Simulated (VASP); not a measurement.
Set up this calculation in VASP 6.6.1, as the native input.

```
Task                   : single point
Functional             : LDA
Potentials or basis    : VASP PAW LDA potentials, release 64 (As)
Cutoff                 : 520 eV
k mesh                 : 17 × 17 × 17
Occupations            : fermi-dirac, width 0.1 eV
Spin                   : no spin polarisation
Dipole correction      : no
Further INCAR settings : ALGO = Normal; EDIFF = 1e-07; NBANDS = 8
```

The structure of As lies in POSCAR:

```
As
1.0
    0.0000000000      1.6553690250      1.6553690250
    1.6553690250      0.0000000000      1.6553690250
    1.6553690250      1.6553690250      0.0000000000
As
1
Direct
    0.0000000000      0.0000000000      0.0000000000
```

This cell differs from its parent crystal: volume scaled by 0.5.

One way to write it, as run:

INCAR

```
SYSTEM = As
ALGO = Normal
EDIFF = 1E-7
ENCUT = 520
ISIF = 2
ISMEAR = -1
LASPH = .True.
LCHARG = .False.
LREAL = .False.
LWAVE = .False.
NBANDS = 8
NELM = 100
PREC = Accurate
SIGMA = 0.1
```

KPOINTS

```
k-points
0
Gamma
  17 17 17
  0 0 0
```

Potentials or basis: VASP PAW LDA potentials, release 64 (As).

The run is started by

```sh
$ cat potpaw_LDA.64/As/POTCAR > POTCAR
$ mpirun -np 1 vasp_std > vasp.out
```

Results of the run:

```yaml
Pressure: 299.7 GPa
```

It took 8.7 s on 1 thread of Intel(R) Xeon(R) Platinum 8259CL CPU @ 2.50GHz (Skylake/Cascade Lake) (shared host), peak memory 0.12 GiB.
